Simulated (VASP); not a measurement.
# B3P (P-6m2) in VASP: a series of runs

Runs on B3P. Level: PBE. Tasks: single point, relaxation of cell and atoms.

Program: VASP 6.6.1. These are calculated values, not measurements. Logs are shortened: lines on timing, memory, paths and dates and some standing lists are left out, and cuts for length are marked.

## 1. The cell of the first run

Symmetry: P-6m2, No. 187, hexagonal system. Conventional cell: a = 2.820 Å, b = 2.820 Å, c = 5.069 Å, α = 90.00°, β = 90.00°, γ = 120.00°. Within 2.4 Å of B (site symmetry -6m2) lie 6 B at 1.81 Å. Within 2.1 Å of B (site symmetry 3m) lie 4 B at 1.60 to 1.81 Å. Within 3.1 Å of P (site symmetry -6m2) lie 8 B at 2.38 to 2.53 Å and 6 P at 2.82 Å.

## 2. Single point, PBE

INCAR

```
SYSTEM = B3P
PREC = Accurate ; ENCUT = 500
EDIFF = 1E-6 ; ISMEAR = 0
SIGMA = 0.1 ; LREAL = .FALSE.
LASPH = .TRUE. ; NELM = 120
ALGO = Normal ; ISIF = 2
LWAVE = .FALSE. ; LCHARG = .FALSE.
GGA = PE ; NBANDS = 15
GGA_COMPAT = .FALSE.
```

KPOINTS

```
Automatic mesh
0
G
  6 6 2
  0 0 0
```

POSCAR

```
B3P
1.0
    2.8201919358      0.0000000000      0.0000000000
   -1.4100959679      2.4423578600      0.0000000000
    0.0000000000      0.0000000000      5.0691827576
B P
3 1
Direct
    0.0000000000      0.0000000000      0.5000000000
    0.6666666667      0.3333333333      0.3420990661
    0.6666666667      0.3333333333      0.6579009339
    0.0000000000      0.0000000000      0.0000000000
```

Potentials or basis: VASP PAW PBE potentials, release 64 (B, P).

Run with:

```bash
$ cat potpaw_PBE.64/B/POTCAR potpaw_PBE.64/P/POTCAR > POTCAR
$ mpirun -np 1 vasp_std > vasp.out
```

OUTCAR:

```text
SYSTEM = B3P
   PREC = Accurate
   ENCUT = 500
   EDIFF = 1E-6
   ISMEAR = 0
   LREAL = .FALSE.
   LASPH = .TRUE.
   NELM = 120
   ISIF = 2
   GGA = PE

 ion  position               nearest neighbor table
   1  0.000  0.000  0.500-   2 1.81   3 1.81   2 1.81   3 1.81   2 1.81   3 1.81   4 2.53   4 2.53

   2  0.667  0.333  0.342-   3 1.60   1 1.81   1 1.81   1 1.81   4 2.38   4 2.38   4 2.38
   3  0.667  0.333  0.658-   2 1.60   1 1.81   1 1.81   1 1.81   4 2.38   4 2.38   4 2.38
   4  0.000  0.000  0.000-   2 2.38   3 2.38   2 2.38   3 2.38   2 2.38   3 2.38   1 2.53   1 2.53

  LATTYP: Found a hexagonal cell.
 ALAT       =     2.8201919358
 C/A-ratio  =     1.7974601988

  Lattice vectors:

 A1 = (   2.8201919358,   0.0000000000,   0.0000000000)
 A2 = (  -1.4100959679,   2.4423578600,   0.0000000000)
 A3 = (   0.0000000000,   0.0000000000,   5.0691827576)

Analysis of symmetry for initial positions (statically):
=====================================================================
 Subroutine PRICEL returns:
 Original cell was already a primitive cell.

 Routine SETGRP: Setting up the symmetry group for a
 hexagonal supercell.

 Subroutine GETGRP returns: Found 12 space group operations
 (whereof 12 operations were pure point group operations)
 out of a pool of 24 trial point group operations.

The static configuration has the point symmetry D_3h.

Analysis of symmetry for dynamics (positions and initial velocities):
=====================================================================
 Subroutine PRICEL returns:
 Original cell was already a primitive cell.

 Routine SETGRP: Setting up the symmetry group for a
 hexagonal supercell.

 Subroutine GETGRP returns: Found 12 space group operations
 (whereof 12 operations were pure point group operations)
 out of a pool of 24 trial point group operations.

The dynamic configuration has the point symmetry D_3h.

 Subroutine INISYM returns: Found 12 space group operations
 (whereof 12 operations are pure point group operations),
 and found     1 'primitive' translations

----------------------------------------------------------------------------------------

                                     Primitive cell

  volume of cell :      34.9161

  direct lattice vectors                    reciprocal lattice vectors
     2.820191936  0.000000000  0.000000000     0.354585795  0.204720204  0.000000000
    -1.410095968  2.442357860  0.000000000     0.000000000  0.409440409  0.000000000
[... 92 lines left out ...]
   EFERMI =   0.00;   METHOD = LEGACY
   ISMEAR =     0;   SIGMA  =   0.10  broadening in eV -4-tet -1-fermi 0-gaus
   EFERMI_NEDOS =   21; number of points for ismear=-14 and -15
   IALGO  =     38    algorithm
   IMIX   =      4    mixing-type and parameters
     AMIX     =   0.40;   BMIX     =  1.00
     AMIX_MAG =   1.60;   BMIX_MAG =  1.00
  volume/ion in A,a.u.               =       8.73        58.91
  Fermi-wavevector in a.u.,A,eV,Ry     =   1.207190  2.281258 19.827867  1.457307
  Thomas-Fermi vector in A             =   2.342835
   LORBIT       =      0    0 simple, 1 ext, 2 COOP (PROOUT), +10 PAW based schemes
   GGA     = PE    functional components
   LHFCALC =     F    Hartree Fock is set to
   AEXX    =    0.0000 exact exchange contribution
   IVDW    =     0    specifies the selected vdW correction
   LEPSILON=     F    determine dielectric tensor
   LRPA    =     F    only Hartree local field effects (RPA)
 non-spin polarized calculation
 Gauss-broadening in eV      SIGMA  =   0.10
  energy-cutoff  :      500.00
  volume of cell :       34.92
 maximum number of plane-waves:       900
 NGX is ok and might be reduce to    24
   NGX = 11   NGY = 11   NGZ = 19

 number of electron      14.0000000 magnetization

 Free energy of the ion-electron system (eV)
  ---------------------------------------------------
  ext. energy  EPLUGINS =         0.00000000
  ---------------------------------------------------
  free energy    TOTEN  =       -22.80823495 eV

  energy without entropy =      -22.80339943  energy(sigma->0) =      -22.80581719

 E-fermi :   7.6754     XC(G=0): -11.8549

 val. band max:        7.6152863722   @ k =   0.3333  -0.0000   0.0000
 cond. band min:       7.7527685636   @ k =   0.3333   0.3333   0.5000
 fundamental gap:      0.1374821914
 Fermi energy:         7.6754258921

 k-point     1 :       0.0000    0.0000    0.0000
  band No.  band energies     occupation
      1      -8.1012      2.00000
      2      -4.2456      2.00000
      3      -1.9725      2.00000
      4       7.9192      0.00056
      5       7.9192      0.00056
      6      10.3853      0.00000
      7      11.0655      0.00000
      8      13.2179      0.00000
      9      13.2179      0.00000
     10      14.9433      0.00000
     11      14.9433      0.00000
     12      15.0027      0.00000
     13      15.0027      0.00000
     14      16.8472      0.00000
[... 221 lines left out ...]
      2      -1.2930      2.00000
      3      -0.6144      2.00000
      4       1.1182      2.00000
      5       1.2712      2.00000
      6       2.9268      2.00000
      7       7.5223      1.96968
      8       7.7528      0.27405
      9       9.5784      0.00000
     10      12.0866      0.00000
     11      12.4171      0.00000
     12      14.8129      0.00000
     13      20.7930      0.00000
     14      21.2383      0.00000
     15      21.9036      0.00000

------------------------ aborting loop because EDIFF is reached ----------------------------------------

  FORCE on cell =-STRESS in cart. coord.  units (eV):
  Direction    XX          YY          ZZ          XY          YZ          ZX
  --------------------------------------------------------------------------------------
  -------------------------------------------------------------------------------------
  Total        0.0099060      0.0099060     -0.0425405     -0.0000000      0.0000000      0.0000000
  in kB        0.4545524      0.4545524     -1.9520339     -0.0000000      0.0000000      0.0000000
  external PRESSURE =      -0.3476431 kB  Pullay stress =       0.0000000 kB

 VOLUME and BASIS-vectors are now :
 -----------------------------------------------------------------------------
  energy-cutoff  :      500.00
  volume of cell :       34.92
      direct lattice vectors                 reciprocal lattice vectors
     2.820191936  0.000000000  0.000000000     0.354585795  0.204720204  0.000000000
    -1.410095968  2.442357860  0.000000000     0.000000000  0.409440409  0.000000000
     0.000000000  0.000000000  5.069182758     0.000000000  0.000000000  0.197270457

 POSITION                                       TOTAL-FORCE (eV/Angst)
 -----------------------------------------------------------------------------------
      0.00000      0.00000      2.53459         0.000000      0.000000      0.000000
      1.41010      0.81412      1.73416        -0.000000      0.000000     -0.042517
      1.41010      0.81412      3.33502         0.000000      0.000000      0.042517
      0.00000      0.00000      0.00000        -0.000000      0.000000      0.000000
 -----------------------------------------------------------------------------------
    total drift:                               -0.000000      0.000000      0.000000

  FREE ENERGIE OF THE ION-ELECTRON SYSTEM (eV)
  ---------------------------------------------------
  free  energy   TOTEN  =       -22.8082349504 eV

  energy  without entropy=      -22.8033994298  energy(sigma->0) =      -22.80581719
```

stdout:

```text
POSCAR found type information on POSCAR B P
 POSCAR found :  2 types and       4 ions
 scaLAPACK will be used
 LDA part: xc-table for (Slater+PW92), standard interpolation
 POSCAR, INCAR and KPOINTS ok, starting setup
 FFT: planning ... GRIDC
 FFT: planning ... GRID_SOFT
 FFT: planning ... GRID
 WAVECAR not read
 entering main loop
```

Wall time 8.7 s (1 thread of Intel Xeon 6975P-C, shared host); peak memory 0.15 GiB.

Results:

| Item | Value |
| --- | --- |
| Free energy | -22.8082 eV |
| Pressure | 0.0 GPa |
| Largest force | 0.043 eV/Å |
| Band gap on the k mesh | zero (band 7 reaches 12.09 eV, above the bottom of band 8 at 5.69 eV) |

Forces on the atoms (eV/Å):
```
B    0.000  0.000  0.000
B    0.000  0.000 -0.043
B    0.000  0.000  0.043
P    0.000  0.000  0.000
```

Stress tensor (GPa, compression positive):
```
 0.05  0.00  0.00
 0.00  0.05  0.00
 0.00  0.00 -0.20
```

Caveat: the k points lie up to 0.62 Å⁻¹ apart.

## 3. Single point, PBE

This run uses another cell than the first one, of 8.60 Å³/atom, 0.985 times its volume.

INCAR

```
SYSTEM = B3P
ALGO = Normal
EDIFF = 1E-6
ENCUT = 500
GGA = PE
GGA_COMPAT = .FALSE.
ISIF = 2
ISMEAR = 0
LASPH = .TRUE.
LCHARG = .FALSE.
LREAL = .FALSE.
LWAVE = .FALSE.
NBANDS = 15
NELM = 120
PREC = Accurate
SIGMA = 0.1
```

KPOINTS

```
k-points
0
G
  6 6 4
  0 0 0
```

POSCAR

```
B3P
1.0
    2.8862160733      0.0000000000      0.0000000000
   -1.4431080367      2.4995364403      0.0000000000
    0.0000000000      0.0000000000      4.7668560225
B P
3 1
Direct
    0.0000000000      0.0000000000      0.5000000000
    0.6666666667      0.3333333333      0.3320543564
    0.6666666667      0.3333333333      0.6679456436
    0.0000000000      0.0000000000      0.0000000000
```

Potentials or basis: VASP PAW PBE potentials, release 64 (B, P).

Run with:

```bash
$ cat potpaw_PBE.64/B/POTCAR potpaw_PBE.64/P/POTCAR > POTCAR
$ mpirun -np 1 vasp_std > vasp.out
```

It took 8.7 s on 1 thread of Intel Xeon 6975P-C, shared host; peak memory 0.14 GiB.

It converged, with:

```yaml
Free_energy: -22.6807 eV
Pressure: 0.0 GPa
Largest_force: 0.025 eV/Å
Band_gap_on_the_k_mesh: zero (band 7 reaches 12.92 eV, above the bottom of band 8 at 5.90 eV)
```

Forces on the atoms (eV/Å):
```
B    0.000  0.000  0.000
B    0.000  0.000 -0.025
B    0.000  0.000  0.025
P    0.000  0.000  0.000
```

Levels at points of the mesh, in eV from the Fermi level:
```
           k point  band 3  band 4  band 5  band 6  band 7  band 8  band 9  band 10  band 11  band 12
(0.00, 0.00, 0.00)   -9.98   -0.78   -0.78    3.85    4.66    4.66    4.79     6.23     6.23     6.26
(0.50, 0.00, 0.00)   -7.44   -6.58   -5.22   -3.68   -3.03    2.42    3.17     3.83     5.49     7.30
(0.00, 0.00, 0.50)   -5.19   -2.73   -0.41   -0.41    2.98    2.98    6.68     6.68     6.82     6.82
(0.50, 0.00, 0.50)   -9.61   -8.13   -3.19   -1.57   -0.19   -0.01    2.46     3.45     5.12     5.29
```

Caveat: the k points lie up to 0.42 Å⁻¹ apart.

## 4. Single point, PBE

This run uses another cell than the first one, of 14.17 Å³/atom, 1.624 times its volume.

INCAR

```
PREC     = Accurate       # precision mode
ENCUT    = 500            # plane-wave cutoff, eV
EDIFF    = 1E-6           # SCF threshold, eV
ISMEAR   = 0              # smearing method
SIGMA    = 0.1            # smearing width, eV
LREAL    = False          # projectors in reciprocal space
LASPH    = True           # aspherical terms in the spheres
NELM     = 120            # most SCF steps
ALGO     = Normal         # electronic algorithm
ISIF     = 2              # what is computed and relaxed
LWAVE    = False          # write WAVECAR
LCHARG   = False          # write CHGCAR
GGA      = PE             # functional
NBANDS   = 15             # bands
GGA_COMPAT= False
```

KPOINTS

```
regular mesh
0
Gamma
  6 6 2
```

POSCAR

```
B3P
1.0
    2.7407918800      0.0000000000      0.0000000000
   -1.3703959400      2.3735953900      0.0000000000
    0.0000000000      0.0000000000      8.7147424900
B P
3 1
Direct
    0.0000000000      0.0000000000      0.5000000000
    0.6666666700      0.3333333300      0.2620335200
    0.6666666700      0.3333333300      0.7379664800
    0.0000000000      0.0000000000      0.0000000000
```

Run with:

```bash
$ cat potpaw_PBE.64/B/POTCAR potpaw_PBE.64/P/POTCAR > POTCAR
$ mpirun -np 1 vasp_std > vasp.out
```

Run time: 11 s. Hardware: 1 thread of Intel Xeon 6975P-C, shared host; peak memory 0.16 GiB.

It converged, with:

```yaml
Free_energy: -15.1216 eV
Pressure: -24.2 GPa
Largest_force: 0.524 eV/Å
Band_gap_on_the_k_mesh: zero (band 7 reaches 9.65 eV, above the bottom of band 8 at 2.21 eV)
```

Forces on the atoms (eV/Å):
```
B    0.000  0.000  0.000
B    0.000  0.000  0.524
B    0.000  0.000 -0.524
P    0.000  0.000  0.000
```

Stress tensor (GPa, compression positive):
```
-21.24   0.00   0.00
  0.00 -21.24   0.00
  0.00   0.00 -30.17
```

Levels at points of the mesh, in eV from the Fermi level:
| k point | band 2 | band 3 | band 4 | band 5 | band 6 | band 7 | band 8 | band 9 | band 10 | band 11 |
| --- | --- | --- | --- | --- | --- | --- | --- | --- | --- | --- |
| (0.00, 0.00, 0.00) | -9.90 | -9.15 | -4.91 | -4.53 | 2.64 | 2.93 | 5.92 | 5.92 | 6.63 | 6.63 |
| (0.50, 0.00, 0.00) | -6.26 | -4.73 | -4.08 | -3.89 | -3.13 | -0.17 | -0.03 | 0.24 | 2.41 | 2.70 |
| (0.00, 0.00, 0.50) | -10.29 | -7.87 | -7.23 | -1.28 | -1.06 | 5.97 | 6.12 | 6.12 | 6.14 | 6.14 |
| (0.50, 0.00, 0.50) | -6.22 | -5.13 | -4.31 | -2.85 | -2.35 | -2.00 | -1.17 | 2.64 | 2.81 | 2.82 |

Caveat: the k points lie up to 0.44 Å⁻¹ apart.

(Part 1 of 2 ends here.)
